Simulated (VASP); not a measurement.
# BiH5 (Bi(H)5) in VASP: further runs

The runs below take BiH5 (Bi(H)5) through single point, with PBE.

Everything below comes from runs of VASP 6.6.1. Logs are shortened: lines on timing, memory, paths and dates and some standing lists are left out, and cuts for length are marked.

## Step 1: The cell of the first run

The cell holds a molecule in a box, 6 atoms: a = 11.740 Å, b = 12.160 Å, c = 12.770 Å, α = 90.00°, β = 90.00°, γ = 90.00°.

## Step 2: Single point, PBE

Contents of INCAR:

```
SYSTEM = BiH5
ALGO = Normal
EDIFF = 1E-7
ENCUT = 520
GGA = PE
ISIF = 2
ISMEAR = 0
LASPH = .TRUE.
LCHARG = .FALSE.
LREAL = .FALSE.
LWAVE = .FALSE.
NBANDS = 19
NELM = 60
PREC = Accurate
SIGMA = 0.01
```

Contents of KPOINTS:

```
k-points
0
G
  1 1 1
  0 0 0
```

Contents of POSCAR:

```
BiH5
1.0
   11.7400000000      0.0000000000      0.0000000000
    0.0000000000     12.1600000000      0.0000000000
    0.0000000000      0.0000000000     12.7700000000
Bi H
1 5
Direct
    0.4610681400      0.5001036200      0.5001949900
    0.4610681400      0.5001036200      0.6480007800
    0.4610681400      0.5001036200      0.3523884100
    0.6165954000      0.5001036200      0.5001949900
    0.3833057900      0.6301414500      0.5001949900
    0.3833049400      0.3700657900      0.5001949900
```

Potentials or basis: VASP PAW PBE potentials, release 64 (Bi_d, H).

Run with:

```bash
$ cat potpaw_PBE.64/Bi_d/POTCAR potpaw_PBE.64/H/POTCAR > POTCAR
$ mpirun -np 1 vasp_gam > vasp.out
```

OUTCAR:

```text
SYSTEM = BiH5
   EDIFF = 1E-7
   ENCUT = 520
   GGA = PE
   ISIF = 2
   ISMEAR = 0
   LASPH = .TRUE.
   LREAL = .FALSE.
   NELM = 60
   PREC = Accurate

 ion  position               nearest neighbor table
   1  0.461  0.500  0.500-   5 1.83   6 1.83   4 1.83   2 1.89   3 1.89
   2  0.461  0.500  0.648-   1 1.89
   3  0.461  0.500  0.352-   1 1.89
   4  0.617  0.500  0.500-   1 1.83
   5  0.383  0.630  0.500-   1 1.83
   6  0.383  0.370  0.500-   1 1.83

  LATTYP: Found a simple orthorhombic cell.
 ALAT       =    11.7400000000
 B/A-ratio  =     1.0357751278
 C/A-ratio  =     1.0877342419

  Lattice vectors:

 A1 = (  11.7400000000,   0.0000000000,   0.0000000000)
 A2 = (   0.0000000000,  12.1600000000,   0.0000000000)
 A3 = (   0.0000000000,   0.0000000000,  12.7700000000)

Analysis of symmetry for initial positions (statically):
=====================================================================
 Subroutine PRICEL returns:
 Original cell was already a primitive cell.

 Routine SETGRP: Setting up the symmetry group for a
 simple orthorhombic supercell.

 Subroutine GETGRP returns: Found  4 space group operations
 (whereof  1 operations were pure point group operations)
 out of a pool of  8 trial point group operations.

The static configuration has the point symmetry C_1 .
 The point group associated with its full space group is C_2v.

Analysis of symmetry for dynamics (positions and initial velocities):
=====================================================================
 Subroutine PRICEL returns:
 Original cell was already a primitive cell.

 Routine SETGRP: Setting up the symmetry group for a
 simple orthorhombic supercell.

 Subroutine GETGRP returns: Found  4 space group operations
 (whereof  1 operations were pure point group operations)
 out of a pool of  8 trial point group operations.

The dynamic configuration has the point symmetry C_1 .
 The point group associated with its full space group is C_2v.

 Subroutine INISYM returns: Found  4 space group operations
 (whereof  1 operations are pure point group operations),
 and found     1 'primitive' translations

----------------------------------------------------------------------------------------
[... 75 lines left out ...]
   ENCUT  =  520.0 eV  38.22 Ry    6.18 a.u.  21.83 22.61 23.74*2*pi/ulx,y,z
   NELM   =     60;   NELMIN=  2; NELMDL= -5     # of ELM steps
   EDIFF  = 0.1E-06   stopping-criterion for ELM
   LREAL  =      F    real-space projection
   EDIFFG = 0.1E-05   stopping-criterion for IOM
   NSW    =      0    number of steps for IOM
   IBRION =     -1    ionic relax: 0-MD 1-quasi-New 2-CG
   NFREE  =      0    steps in history (QN), initial steepest desc. (CG)
   ISIF   =      2    stress and relaxation
   ISYM   =      2    0-nonsym 1-usesym 2-fastsym
   POTIM  = 0.5000    time-step for ionic-motion
   TEBEG  =    0.0;   TEEND  =   0.0 temperature during run
   PSTRESS=    0.0 pullay stress
   NELECT =      20.0000    total number of electrons
   NUPDOWN=      -1.0000    fix difference up-down
   EMIN   =  10.00;   EMAX   =-10.00  energy-range for DOS
   EFERMI =   0.00;   METHOD = LEGACY
   ISMEAR =     0;   SIGMA  =   0.01  broadening in eV -4-tet -1-fermi 0-gaus
   EFERMI_NEDOS =   21; number of points for ismear=-14 and -15
   IALGO  =     38    algorithm
   IMIX   =      4    mixing-type and parameters
     AMIX     =   0.40;   BMIX     =  1.00
     AMIX_MAG =   1.60;   BMIX_MAG =  1.00
  volume/ion in A,a.u.               =     303.84      2050.40
  Fermi-wavevector in a.u.,A,eV,Ry     =   0.363765  0.687416  1.800388  0.132325
  Thomas-Fermi vector in A             =   1.286069
   LORBIT       =      0    0 simple, 1 ext, 2 COOP (PROOUT), +10 PAW based schemes
   GGA     = PE    functional components
   LHFCALC =     F    Hartree Fock is set to
   AEXX    =    0.0000 exact exchange contribution
   IVDW    =     0    specifies the selected vdW correction
   LEPSILON=     F    determine dielectric tensor
   LRPA    =     F    only Hartree local field effects (RPA)
 non-spin polarized calculation
 Gauss-broadening in eV      SIGMA  =   0.01
  energy-cutoff  :      520.00
  volume of cell :     1823.02
 maximum number of plane-waves:     24581
 NGX is ok and might be reduce to    90
   NGX = 43   NGY = 45   NGZ = 47

 number of electron      20.0000004 magnetization

 Free energy of the ion-electron system (eV)
  ---------------------------------------------------
  ext. energy  EPLUGINS =         0.00000000
  ---------------------------------------------------
  free energy    TOTEN  =       -16.14205982 eV

  energy without entropy =      -16.14205982  energy(sigma->0) =      -16.14205982

 E-fermi :  -4.9778     XC(G=0):  -0.7459

 val. band max:       -5.0425177063   @ k =   0.0000   0.0000   0.0000
 cond. band min:      -2.7897974294   @ k =   0.0000   0.0000   0.0000
 fundamental gap:      2.2527202769
 Fermi energy:        -4.9777848207

 k-point     1 :       0.0000    0.0000    0.0000
  band No.  band energies     occupation
      1     -27.4785      2.00000
      2     -27.4785      2.00000
      3     -27.3743      2.00000
      4     -27.3104      2.00000
      5     -27.3104      2.00000
      6     -16.1576      2.00000
[... 11 lines left out ...]
     18       0.8633      0.00000
     19       0.9824      0.00000

------------------------ aborting loop because EDIFF is reached ----------------------------------------

  FORCE on cell =-STRESS in cart. coord.  units (eV):
  Direction    XX          YY          ZZ          XY          YZ          ZX
  --------------------------------------------------------------------------------------
  -------------------------------------------------------------------------------------
  Total       -0.3884706     -0.3908667     -0.3950647      0.0000000      0.0000000      0.0000000
  in kB       -0.3414099     -0.3435157     -0.3472052      0.0000000      0.0000000      0.0000000
  external PRESSURE =      -0.3440436 kB  Pullay stress =       0.0000000 kB

 VOLUME and BASIS-vectors are now :
 -----------------------------------------------------------------------------
  energy-cutoff  :      520.00
  volume of cell :     1823.02
      direct lattice vectors                 reciprocal lattice vectors
    11.740000000  0.000000000  0.000000000     0.085178876  0.000000000  0.000000000
     0.000000000 12.160000000  0.000000000     0.000000000  0.082236842  0.000000000
     0.000000000  0.000000000 12.770000000     0.000000000  0.000000000  0.078308536

 POSITION                                       TOTAL-FORCE (eV/Angst)
 -----------------------------------------------------------------------------------
      5.41294      6.08126      6.38749        -0.000986      0.000000      0.000000
      5.41294      6.08126      8.27497         0.000235      0.000000     -0.085342
      5.41294      6.08126      4.50000         0.000235      0.000000      0.085342
      7.23883      6.08126      6.38749        -0.115681      0.000000      0.000000
      4.50001      7.66252      6.38749         0.058098     -0.100459      0.000000
      4.50000      4.50000      6.38749         0.058098      0.100459      0.000000
 -----------------------------------------------------------------------------------
    total drift:                                0.000023     -0.000386     -0.000026

  FREE ENERGIE OF THE ION-ELECTRON SYSTEM (eV)
  ---------------------------------------------------
  free  energy   TOTEN  =       -16.1420598210 eV

  energy  without entropy=      -16.1420598210  energy(sigma->0) =      -16.14205982
```

OSZICAR:

```text
N       E                     dE             d eps       ncg     rms          rms(c)
DAV:   1     0.106389666757E+03    0.10639E+03   -0.64529E+03    54   0.580E+02
DAV:   2    -0.624203499768E+01   -0.11263E+03   -0.11225E+03    49   0.192E+02
DAV:   3    -0.170273767418E+02   -0.10785E+02   -0.10752E+02    49   0.567E+01
[... 14 lines left out ...]
DAV:  18    -0.161420461945E+02   -0.18330E-04   -0.12885E-06    44   0.353E-03    0.102E-03
DAV:  19    -0.161420573824E+02   -0.11188E-04   -0.84219E-07    44   0.230E-03    0.659E-04
DAV:  20    -0.161420585434E+02   -0.11610E-05   -0.62453E-08    36   0.136E-03    0.286E-04
DAV:  21    -0.161420597623E+02   -0.12189E-05   -0.48394E-08    36   0.914E-04    0.111E-04
DAV:  22    -0.161420598210E+02   -0.58744E-07   -0.21514E-09    36   0.264E-04
   1 F= -.16142060E+02 E0= -.16142060E+02  d E =-.357258E-20
```

stdout:

```text
POSCAR found type information on POSCAR BiH
 POSCAR found :  2 types and       6 ions
 scaLAPACK will be used
 LDA part: xc-table for (Slater+PW92), standard interpolation
 POSCAR, INCAR and KPOINTS ok, starting setup
 FFT: planning ... GRIDC
 FFT: planning ... GRID_SOFT
 FFT: planning ... GRID
 WAVECAR not read
 entering main loop
```

Wall time 1.7 min (1 thread of Intel Xeon Platinum 8375C at 2.90GHz (Ice Lake), shared host); peak memory 1.2 GiB.

Results:

| Property | Result |
| --- | --- |
| Free energy | -16.1421 eV |
| Largest force | 0.116 eV/Å |
| Gap between the frontier levels | 2.25 eV |

Forces in eV/Å, atoms in the order of the input:
```
Bi  -0.001  0.000  0.000
H    0.000  0.000 -0.085
H    0.000  0.000  0.085
H   -0.116  0.000  0.000
H    0.058 -0.100  0.000
H    0.058  0.100  0.000
```

Levels at points of the mesh, in eV from the valence-band top:
```
           k point  band 6  band 7  band 8  band 9  band 10  band 11  band 12  band 13  band 14  band 15
(0.00, 0.00, 0.00)  -11.12   -3.68   -3.68   -3.51     0.00     2.25     4.42     4.45     5.20     5.64
```

Caveat: spin-orbit coupling is left out, which moves the levels of the heavy elements.

## Step 3: Single point, PBE, non-collinear spin, zero start, spin-orbit coupling

Contents of INCAR:

```
  PREC = Accurate
  ENCUT = 520
  EDIFF = 1E-7
  ISMEAR = 0
  SIGMA = 0.01
  LREAL = False
  LASPH = True
  NELM = 150
  ALGO = Normal
  ISIF = 2
  LWAVE = False
  LCHARG = False
  MAGMOM = 0 0 0 0 0 0 0 0 0 0 0 0 0 0 0 0 0 0
  LORBIT = 11
  LSORBIT = True
  GGA_COMPAT = False
  LORBMOM = True
  GGA = PE
  NBANDS = 36
```

Contents of KPOINTS:

```
regular mesh
0
Gamma
  1 1 1
```

POSCAR is that of step 2.

Potentials or basis: VASP PAW PBE potentials, release 64 (Bi_d, H).

Run with:

```bash
$ cat potpaw_PBE.64/Bi_d/POTCAR potpaw_PBE.64/H/POTCAR > POTCAR
$ mpirun -np 1 vasp_ncl > vasp.out
```

OUTCAR:

```text
PREC = Accurate
   ENCUT = 520
   EDIFF = 1E-7
   ISMEAR = 0
   LREAL = False
   LASPH = True
   NELM = 150
   ISIF = 2
   LORBIT = 11
   LSORBIT = True
   GGA = PE

 ion  position               nearest neighbor table
   1  0.461  0.500  0.500-   5 1.83   6 1.83   4 1.83   2 1.89   3 1.89
   2  0.461  0.500  0.648-   1 1.89
   3  0.461  0.500  0.352-   1 1.89
   4  0.617  0.500  0.500-   1 1.83
   5  0.383  0.630  0.500-   1 1.83
   6  0.383  0.370  0.500-   1 1.83

  LATTYP: Found a simple orthorhombic cell.
 ALAT       =    11.7400000000
 B/A-ratio  =     1.0357751278
 C/A-ratio  =     1.0877342419

  Lattice vectors:

 A1 = (  11.7400000000,   0.0000000000,   0.0000000000)
 A2 = (   0.0000000000,  12.1600000000,   0.0000000000)
 A3 = (   0.0000000000,   0.0000000000,  12.7700000000)

Analysis of symmetry for initial positions (statically):
=====================================================================
 Subroutine PRICEL returns:
 Original cell was already a primitive cell.

 Routine SETGRP: Setting up the symmetry group for a
 simple orthorhombic supercell.

 Subroutine GETGRP returns: Found  4 space group operations
 (whereof  1 operations were pure point group operations)
 out of a pool of  8 trial point group operations.

The static configuration has the point symmetry C_1 .
 The point group associated with its full space group is C_2v.

Analysis of symmetry for dynamics (positions and initial velocities):
=====================================================================
 Subroutine PRICEL returns:
 Original cell was already a primitive cell.

 Routine SETGRP: Setting up the symmetry group for a
 simple orthorhombic supercell.

 Subroutine GETGRP returns: Found  4 space group operations
 (whereof  1 operations were pure point group operations)
 out of a pool of  8 trial point group operations.

The dynamic configuration has the point symmetry C_1 .
 The point group associated with its full space group is C_2v.

[... 257 lines left out ...]

 # of ion     p       d       tot
 ----------------------------------------
  1         0.000  -0.000  -0.000
  2         0.000   0.000   0.000
  3         0.000   0.000   0.000
  4         0.000   0.000   0.000
  5         0.000   0.000   0.000
  6        -0.000   0.000  -0.000
 ----------------------------------------
            0.000  -0.000  -0.000

 Spin-Orbit-Coupling matrix elements

 Ion:    1  E_soc:     -1.2692152
 l=   1
     0.0000000    -0.1445774    -0.1467446
    -0.1445774     0.0000000    -0.1445741
    -0.1467446    -0.1445741     0.0000000
 l=   2
     0.0000000    -0.0132150     0.0000000    -0.0132150    -0.0554776
    -0.0132150     0.0000000    -0.0386084    -0.0131574    -0.0132150
     0.0000000    -0.0386084     0.0000000    -0.0386083     0.0000000
    -0.0132150    -0.0131574    -0.0386083     0.0000000    -0.0132149
    -0.0554776    -0.0132150     0.0000000    -0.0132149     0.0000000
 l=   3
     0.0000000     0.0000000     0.0000000     0.0000000     0.0000000     0.0000000     0.0000000
     0.0000000     0.0000000     0.0000000     0.0000000     0.0000000     0.0000000     0.0000000
     0.0000000     0.0000000     0.0000000     0.0000000     0.0000000     0.0000000     0.0000000
     0.0000000     0.0000000     0.0000000     0.0000000     0.0000000     0.0000000     0.0000000
[... 89 lines left out ...]
 l=   2
     0.0000000     0.0000000     0.0000000     0.0000000     0.0000000
     0.0000000     0.0000000     0.0000000     0.0000000     0.0000000
     0.0000000     0.0000000     0.0000000     0.0000000     0.0000000
     0.0000000     0.0000000     0.0000000     0.0000000     0.0000000
     0.0000000     0.0000000     0.0000000     0.0000000     0.0000000
 l=   3
     0.0000000     0.0000000     0.0000000     0.0000000     0.0000000     0.0000000     0.0000000
     0.0000000     0.0000000     0.0000000     0.0000000     0.0000000     0.0000000     0.0000000
     0.0000000     0.0000000     0.0000000     0.0000000     0.0000000     0.0000000     0.0000000
     0.0000000     0.0000000     0.0000000     0.0000000     0.0000000     0.0000000     0.0000000
     0.0000000     0.0000000     0.0000000     0.0000000     0.0000000     0.0000000     0.0000000
     0.0000000     0.0000000     0.0000000     0.0000000     0.0000000     0.0000000     0.0000000
     0.0000000     0.0000000     0.0000000     0.0000000     0.0000000     0.0000000     0.0000000

 total charge

# of ion       s       p       d       tot
------------------------------------------
    1        1.336   1.576  10.042  12.954
    2        0.504   0.007   0.000   0.511
    3        0.504   0.007   0.000   0.511
    4        0.499   0.008   0.000   0.507
    5        0.499   0.008   0.000   0.507
    6        0.499   0.008   0.000   0.507
--------------------------------------------------
tot          3.840   1.614  10.042  15.496

 magnetization (x)

# of ion       s       p       d       tot
------------------------------------------
    1        0.000   0.000   0.000   0.000
    2        0.000   0.000   0.000   0.000
    3        0.000  -0.000   0.000  -0.000
    4        0.000   0.000   0.000   0.000
    5        0.000   0.000   0.000   0.000
    6        0.000   0.000   0.000   0.000
--------------------------------------------------
tot          0.000  -0.000   0.000  -0.000

 magnetization (y)

# of ion       s       p       d       tot
------------------------------------------
    1        0.000   0.000   0.000   0.000
    2       -0.000  -0.000   0.000  -0.000
    3        0.000   0.000   0.000   0.000
    4        0.000   0.000   0.000   0.000
    5        0.000   0.000   0.000   0.000
    6        0.000   0.000   0.000   0.000
--------------------------------------------------
tot          0.000   0.000   0.000   0.000

 magnetization (z)

# of ion       s       p       d       tot
------------------------------------------
    1        0.000   0.000   0.000   0.000
    2        0.000   0.000   0.000   0.000
    3        0.000   0.000   0.000   0.000
    4        0.000   0.000   0.000   0.000
    5        0.000  -0.000   0.000   0.000
    6       -0.000   0.000   0.000  -0.000
--------------------------------------------------
tot         -0.000   0.000   0.000  -0.000
```

OSZICAR:

```text
N       E                     dE             d eps       ncg     rms          rms(c)
DAV:   1     0.108862248042E+03    0.10886E+03   -0.59677E+03   104   0.593E+02
DAV:   2    -0.110871146896E+01   -0.10997E+03   -0.10797E+03    84   0.199E+02
[... 19 lines left out ...]
DAV:  22    -0.167546634798E+02   -0.56942E-05   -0.19621E-07    68   0.137E-03    0.324E-04
DAV:  23    -0.167546646288E+02   -0.11490E-05   -0.23178E-08    68   0.692E-04    0.175E-04
DAV:  24    -0.167546651273E+02   -0.49853E-06   -0.26692E-09    60   0.349E-04    0.586E-05
DAV:  25    -0.167546654151E+02   -0.28777E-06   -0.21528E-09    64   0.268E-04    0.480E-05
DAV:  26    -0.167546655366E+02   -0.12146E-06    0.47405E-09    64   0.154E-04    0.184E-05
DAV:  27    -0.167546656048E+02   -0.68231E-07    0.37325E-09    64   0.135E-04
   1 F= -.16754666E+02 E0= -.16754666E+02  d E =-.136240E-14  mag=     0.0000    -0.0000     0.0000
```

Wall time 11 min (1 thread of Intel Xeon Platinum 8375C at 2.90GHz (Ice Lake), shared host); peak memory 4 GiB.

What came out:

* Free energy: -16.7547 eV
* Largest force: 0.134 eV/Å
* Net moment: 0.00 μB per cell
* Valence electrons inside the program's atomic spheres: Bi 12.95; H 0.51

Forces in eV/Å, atoms in the order of the input:
```
Bi  -0.001  0.000  0.000
H    0.000  0.000 -0.090
H    0.000  0.000  0.090
H   -0.133  0.000  0.000
H    0.067 -0.116  0.000
H    0.067  0.116  0.000
```

Moments on the atoms (μB; x, y, z):
```
Bi  0.00 0.00 0.00
H   0.00 0.00 0.00
H   0.00 0.00 0.00
H   0.00 0.00 0.00
H   0.00 0.00 0.00
H   0.00 0.00 0.00
```
